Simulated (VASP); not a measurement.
# Na in VASP: single point with PBE

Aim: the single point of Na with PBE.

Program: VASP 6.6.1. These are calculated values, not measurements. Logs are shortened: lines on timing, memory, paths and dates and some standing lists are left out, and cuts for length are marked.

### Step 1. The cell of the first run

The cell holds a sublattice, 1 atom: a = 6.057 Å, b = 6.057 Å, c = 6.057 Å, α = 60.00°, β = 60.00°, γ = 60.00°.

### Step 2. Single point, PBE

File INCAR:

```
SYSTEM = Na
ALGO = Normal
EDIFF = 1E-6
ENCUT = 400
GGA = PE
GGA_COMPAT = .False.
ISIF = 2
ISMEAR = 0
LASPH = .True.
LCHARG = .False.
LREAL = .False.
LWAVE = .False.
NBANDS = 10
NELM = 120
PREC = Accurate
SIGMA = 0.1
```

File KPOINTS:

```
k-points
0
Gamma
  6 6 6
  0 0 0
```

File POSCAR:

```
Na
1.0
    0.0000000000      4.2826078400      4.2826078400
    4.2826078400      0.0000000000      4.2826078400
    4.2826078400      4.2826078400      0.0000000000
Na
1
Direct
    0.7500000000      0.7500000000      0.7500000000
```

Potentials or basis: VASP PAW PBE potentials, release 64 (Na_pv).

The run is started by

```
cat potpaw_PBE.64/Na_pv/POTCAR > POTCAR
mpirun -np 1 vasp_std > vasp.out
```

OUTCAR:

```text
SYSTEM = Na
   EDIFF = 1E-6
   ENCUT = 400
   GGA = PE
   ISIF = 2
   ISMEAR = 0
   LASPH = .True.
   LREAL = .False.
   NELM = 120
   PREC = Accurate

 ion  position               nearest neighbor table
   1  0.750  0.750  0.750-

  LATTYP: Found a face centered cubic cell.
 ALAT       =     8.5652156800

  Lattice vectors:

 A1 = (   0.0000000000,   4.2826078400,   4.2826078400)
 A2 = (   4.2826078400,   0.0000000000,   4.2826078400)
 A3 = (   4.2826078400,   4.2826078400,   0.0000000000)

Analysis of symmetry for initial positions (statically):
=====================================================================
 Subroutine PRICEL returns:
 Original cell was already a primitive cell.

 Routine SETGRP: Setting up the symmetry group for a
 face centered cubic supercell.

 Subroutine GETGRP returns: Found 48 space group operations
 (whereof 24 operations were pure point group operations)
 out of a pool of 48 trial point group operations.

The static configuration has the point symmetry T_d .
 The point group associated with its full space group is O_h .

Analysis of symmetry for dynamics (positions and initial velocities):
=====================================================================
 Subroutine PRICEL returns:
 Original cell was already a primitive cell.

 Routine SETGRP: Setting up the symmetry group for a
 face centered cubic supercell.

 Subroutine GETGRP returns: Found 48 space group operations
 (whereof 24 operations were pure point group operations)
 out of a pool of 48 trial point group operations.

The dynamic configuration has the point symmetry T_d .
 The point group associated with its full space group is O_h .

 Subroutine INISYM returns: Found 48 space group operations
 (whereof 24 operations are pure point group operations),
 and found     1 'primitive' translations

----------------------------------------------------------------------------------------

                                     Primitive cell

  volume of cell :     157.0923

  direct lattice vectors                    reciprocal lattice vectors
     0.000000000  4.282607840  4.282607840    -0.116751292  0.116751292  0.116751292
     4.282607840  0.000000000  4.282607840     0.116751292 -0.116751292  0.116751292
     4.282607840  4.282607840  0.000000000     0.116751292  0.116751292 -0.116751292

  length of vectors
     6.056522090  6.056522090  6.056522090     0.202219170  0.202219170  0.202219170

  position of ions in fractional coordinates (direct lattice)
     0.750000000  0.750000000  0.750000000

  ion indices of the primitive-cell ions
   primitive index   ion index
                 1           1

----------------------------------------------------------------------------------------

 KPOINTS: k-points

Automatic generation of k-mesh.
 Grid dimensions read from file:
 generate k-points for:    6    6    6

 Generating k-lattice:

  Cartesian coordinates                     Fractional coordinates (reciprocal lattice)
    -0.019458549  0.019458549  0.019458549     0.166666667  0.000000000  0.000000000
     0.019458549 -0.019458549  0.019458549     0.000000000  0.166666667  0.000000000
     0.019458549  0.019458549 -0.019458549     0.000000000  0.000000000  0.166666667

  Length of vectors
     0.033703195  0.033703195  0.033703195

  Shift w.r.t. Gamma in fractional coordinates (k-lattice)
     0.000000000  0.000000000  0.000000000

 Subroutine IBZKPT returns following result:
 ===========================================

 Found     16 irreducible k-points:

 Following reciprocal coordinates:
            Coordinates               Weight
  0.000000  0.000000  0.000000      1.000000
  0.166667  0.000000  0.000000      8.000000
  0.333333  0.000000  0.000000      8.000000
  0.500000  0.000000  0.000000      4.000000
  0.166667  0.166667  0.000000      6.000000
  0.333333  0.166667  0.000000     24.000000
[... 8 lines left out ...]
 -0.333333  0.333333  0.166667     24.000000
 -0.333333  0.500000  0.166667     12.000000
   k-points           NKPTS =     16   k-points in BZ     NKDIM =     16   number of bands    NBANDS=     10
   number of dos      NEDOS =    301   number of ions     NIONS =      1
   total plane-waves  NPLWV =  64000
   dimension x,y,z NGX =    40 NGY =   40 NGZ =   40
   dimension x,y,z NGXF=    80 NGYF=   80 NGZF=   80
   ions per type =               1
   NGX,Y,Z   is equivalent  to a cutoff of  10.98, 10.98, 10.98 a.u.
   NGXF,Y,Z  is equivalent  to a cutoff of  21.96, 21.96, 21.96 a.u.
 SYSTEM =  Na
   PREC   = accura    normal or accurate (medium, high low for compatibility)
   ISTART =      0    job   : 0-new  1-cont  2-samecut
   ICHARG =      2    charge: 1-file 2-atom 10-const
   ISPIN  =      1    spin polarized calculation?
   LNONCOLLINEAR =      F non collinear calculations
   LSORBIT =      F    spin-orbit coupling
   LASPH  =      T    aspherical Exc in radial PAW
   ENCUT  =  400.0 eV  29.40 Ry    5.42 a.u.   9.88  9.88  9.88*2*pi/ulx,y,z
   NELM   =    120;   NELMIN=  2; NELMDL= -5     # of ELM steps
   EDIFF  = 0.1E-05   stopping-criterion for ELM
   LREAL  =      F    real-space projection
   EDIFFG = 0.1E-04   stopping-criterion for IOM
   NSW    =      0    number of steps for IOM
   IBRION =     -1    ionic relax: 0-MD 1-quasi-New 2-CG
   NFREE  =      0    steps in history (QN), initial steepest desc. (CG)
   ISIF   =      2    stress and relaxation
   ISYM   =      2    0-nonsym 1-usesym 2-fastsym
   POTIM  = 0.5000    time-step for ionic-motion
   TEBEG  =    0.0;   TEEND  =   0.0 temperature during run
   PSTRESS=    0.0 pullay stress
   NELECT =       7.0000    total number of electrons
   NUPDOWN=      -1.0000    fix difference up-down
   EMIN   =  10.00;   EMAX   =-10.00  energy-range for DOS
   EFERMI =   0.00;   METHOD = LEGACY
   ISMEAR =     0;   SIGMA  =   0.10  broadening in eV -4-tet -1-fermi 0-gaus
   EFERMI_NEDOS =   21; number of points for ismear=-14 and -15
   IALGO  =     38    algorithm
   IMIX   =      4    mixing-type and parameters
     AMIX     =   0.40;   BMIX     =  1.00
     AMIX_MAG =   1.60;   BMIX_MAG =  1.00
  volume/ion in A,a.u.               =     157.09      1060.11
  Fermi-wavevector in a.u.,A,eV,Ry     =   0.580393  1.096785  4.583212  0.336857
  Thomas-Fermi vector in A             =   1.624483
   LORBIT       =      0    0 simple, 1 ext, 2 COOP (PROOUT), +10 PAW based schemes
   GGA     = PE    functional components
   LHFCALC =     F    Hartree Fock is set to
   AEXX    =    0.0000 exact exchange contribution
   IVDW    =     0    specifies the selected vdW correction
   LEPSILON=     F    determine dielectric tensor
   LRPA    =     F    only Hartree local field effects (RPA)
 non-spin polarized calculation
 Gauss-broadening in eV      SIGMA  =   0.10
  energy-cutoff  :      400.00
  volume of cell :      157.09
 maximum number of plane-waves:      2884
   NGX = 19   NGY = 19   NGZ = 19

 number of electron       7.0000001 magnetization

 Free energy of the ion-electron system (eV)
  ---------------------------------------------------
  ext. energy  EPLUGINS =         0.00000000
  ---------------------------------------------------
  free energy    TOTEN  =        -0.47105643 eV

  energy without entropy =       -0.46136185  energy(sigma->0) =       -0.46620914

 E-fermi :  -1.8759     XC(G=0):  -3.6677

 val. band max:       -1.9231812623   @ k =   0.5000   0.3333   0.1667
 cond. band min:      -1.8014363729   @ k =   0.5000   0.0000   0.0000
 fundamental gap:      0.1217448894
 Fermi energy:        -1.8758509103

 k-point     1 :       0.0000    0.0000    0.0000
  band No.  band energies     occupation
      1     -28.0477      2.00000
      2     -28.0477      2.00000
      3     -28.0477      2.00000
      4      -2.9883      2.00000
      5       2.5920      0.00000
      6       2.5920      0.00000
      7       2.5920      0.00000
      8       3.3424      0.00000
      9       3.3424      0.00000
     10       3.3425      0.00000

 k-point     2 :       0.1667    0.0000    0.0000
  band No.  band energies     occupation
      1     -28.0478      2.00000
      2     -28.0477      2.00000
      3     -28.0477      2.00000
      4      -2.8236      2.00000
      5       1.2449      0.00000
      6       2.3515      0.00000
      7       2.3515      0.00000
      8       2.9073      0.00000
      9       3.6940      0.00000
     10       3.6940      0.00000

 k-point     3 :       0.3333    0.0000    0.0000
  band No.  band energies     occupation
      1     -28.0479      2.00000
      2     -28.0478      2.00000
      3     -28.0478      2.00000
      4      -2.3429      2.00000
      5      -0.1925      0.00000
      6       2.1488      0.00000
      7       2.1488      0.00000
      8       2.6411      0.00000
      9       3.2797      0.00000
     10       3.2797      0.00000

 k-point     4 :       0.5000    0.0000    0.0000
  band No.  band energies     occupation
      1     -28.0479      2.00000
      2     -28.0479      2.00000
      3     -28.0478      2.00000
      4      -1.8014      0.29263
      5      -1.0592      0.00000
      6       2.1036      0.00000
      7       2.1036      0.00000
      8       2.5813      0.00000
      9       3.0242      0.00000
     10       3.0242      0.00000

 k-point     5 :       0.1667    0.1667    0.0000
  band No.  band energies     occupation
      1     -28.0478      2.00000
      2     -28.0477      2.00000
      3     -28.0477      2.00000
      4      -2.7685      2.00000
      5       1.6630      0.00000
      6       1.8606      0.00000
      7       1.8606      0.00000
      8       2.4528      0.00000
      9       3.0826      0.00000
     10       4.3846      0.00000

 k-point     6 :       0.3333    0.1667    0.0000
  band No.  band energies     occupation
      1     -28.0479      2.00000
      2     -28.0478      2.00000
      3     -28.0478      2.00000
      4      -2.3906      2.00000
      5       0.3654      0.00000
      6       1.4615      0.00000
      7       1.6005      0.00000
      8       2.3069      0.00000
      9       3.1774      0.00000
     10       4.1941      0.00000

 k-point     7 :       0.5000    0.1667    0.0000
  band No.  band energies     occupation
      1     -28.0479      2.00000
      2     -28.0478      2.00000
      3     -28.0478      2.00000
      4      -1.7749      0.15340
      5      -0.7707      0.00000
      6       1.0364      0.00000
      7       1.6373      0.00000
      8       2.1965      0.00000
      9       3.7519      0.00000
     10       3.8126      0.00000

 k-point     8 :      -0.3333    0.1667    0.0000
  band No.  band energies     occupation
      1     -28.0478      2.00000
      2     -28.0478      2.00000
      3     -28.0478      2.00000
      4      -1.9872      1.88454
      5      -0.4509      0.00000
      6       0.8274      0.00000
      7       1.9578      0.00000
      8       2.5227      0.00000
      9       3.5868      0.00000
     10       3.6321      0.00000

 k-point     9 :      -0.1667    0.1667    0.0000
  band No.  band energies     occupation
      1     -28.0478      2.00000
      2     -28.0477      2.00000
      3     -28.0477      2.00000
      4      -2.5521      2.00000
      5       0.7436      0.00000
      6       1.0259      0.00000
      7       2.4385      0.00000
      8       3.1864      0.00000
      9       3.6176      0.00000
     10       3.7133      0.00000

 k-point    10 :       0.3333    0.3333    0.0000
  band No.  band energies     occupation
      1     -28.0478      2.00000
      2     -28.0478      2.00000
      3     -28.0478      2.00000
      4      -2.1211      1.99948
      5       0.4033      0.00000
      6       1.2425      0.00000
      7       1.2425      0.00000
      8       1.7358      0.00000
      9       1.7838      0.00000
     10       5.6938      0.00000

 k-point    11 :       0.5000    0.3333    0.0000
  band No.  band energies     occupation
      1     -28.0479      2.00000
      2     -28.0478      2.00000
      3     -28.0478      2.00000
      4      -1.5794      0.00003
      5      -0.2919      0.00000
      6       0.2527      0.00000
      7       1.1876      0.00000
      8       1.6407      0.00000
      9       2.7383      0.00000
     10       5.2153      0.00000

 k-point    12 :      -0.3333    0.3333    0.0000
  band No.  band energies     occupation
      1     -28.0478      2.00000
      2     -28.0478      2.00000
      3     -28.0478      2.00000
      4      -1.4305      0.00000
      5      -0.3813      0.00000
      6      -0.2752      0.00000
      7       1.4410      0.00000
      8       1.9068      0.00000
      9       4.2239      0.00000
     10       4.6933      0.00000

 k-point    13 :       0.5000    0.5000    0.0000
  band No.  band energies     occupation
      1     -28.0479      2.00000
      2     -28.0478      2.00000
      3     -28.0478      2.00000
      4      -1.3034      0.00000
      5      -0.7152      0.00000
      6       1.0316      0.00000
      7       1.0316      0.00000
      8       1.3708      0.00000
      9       1.5589      0.00000
     10       6.6267      0.00000

 k-point    14 :       0.5000    0.3333    0.1667
  band No.  band energies     occupation
      1     -28.0478      2.00000
      2     -28.0478      2.00000
      3     -28.0478      2.00000
      4      -1.9232      1.49673
      5       0.0400      0.00000
      6       0.3783      0.00000
      7       1.0489      0.00000
      8       2.9087      0.00000
      9       3.0792      0.00000
     10       3.7052      0.00000

 k-point    15 :      -0.3333    0.3333    0.1667
  band No.  band energies     occupation
      1     -28.0479      2.00000
      2     -28.0479      2.00000
      3     -28.0478      2.00000
      4      -1.4174      0.00000
      5      -0.6282      0.00000
      6       0.2444      0.00000
      7       0.7122      0.00000
      8       3.0084      0.00000
      9       3.3136      0.00000
     10       4.3653      0.00000

 k-point    16 :      -0.3333    0.5000    0.1667
  band No.  band energies     occupation
      1     -28.0478      2.00000
      2     -28.0478      2.00000
      3     -28.0478      2.00000
      4      -1.2090      0.00000
      5      -0.4950      0.00000
      6       0.1599      0.00000
      7       0.2444      0.00000
      8       2.6945      0.00000
      9       2.8662      0.00000
     10       4.7210      0.00000

------------------------ aborting loop because EDIFF is reached ----------------------------------------

  FORCE on cell =-STRESS in cart. coord.  units (eV):
  Direction    XX          YY          ZZ          XY          YZ          ZX
  --------------------------------------------------------------------------------------
  -------------------------------------------------------------------------------------
  Total       -0.6976226     -0.6976226     -0.6976226      0.0000000      0.0000000      0.0000000
  in kB       -7.1150213     -7.1150213     -7.1150213      0.0000000      0.0000000      0.0000000
  external PRESSURE =      -7.1150213 kB  Pullay stress =       0.0000000 kB

 VOLUME and BASIS-vectors are now :
 -----------------------------------------------------------------------------
  energy-cutoff  :      400.00
  volume of cell :      157.09
      direct lattice vectors                 reciprocal lattice vectors
     0.000000000  4.282607840  4.282607840    -0.116751292  0.116751292  0.116751292
     4.282607840  0.000000000  4.282607840     0.116751292 -0.116751292  0.116751292
     4.282607840  4.282607840  0.000000000     0.116751292  0.116751292 -0.116751292

 POSITION                                       TOTAL-FORCE (eV/Angst)
 -----------------------------------------------------------------------------------
      6.42391      6.42391      6.42391        -0.000000     -0.000000      0.000000
 -----------------------------------------------------------------------------------
    total drift:                                0.000000     -0.000000      0.000000

  FREE ENERGIE OF THE ION-ELECTRON SYSTEM (eV)
  ---------------------------------------------------
  free  energy   TOTEN  =        -0.4710564291 eV

  energy  without entropy=       -0.4613618497  energy(sigma->0) =       -0.46620914
```

Wall time 30 s (1 thread of Intel Xeon 8259CL, shared host); peak memory 0.22 GiB.

Results:

* Free energy: -0.4711 eV
* Pressure: -0.7 GPa

Levels at points of the mesh, in eV from the Fermi level:
```csv
k point,band 2,band 3,band 4,band 5,band 6,band 7
"(0.00, 0.00, 0.00)",-26.17,-26.17,-1.11,4.47,4.47,4.47
"(0.50, 0.00, 0.00)",-26.17,-26.17,0.07,0.82,3.98,3.98
"(0.50, 0.50, 0.00)",-26.17,-26.17,0.57,1.16,2.91,2.91
```
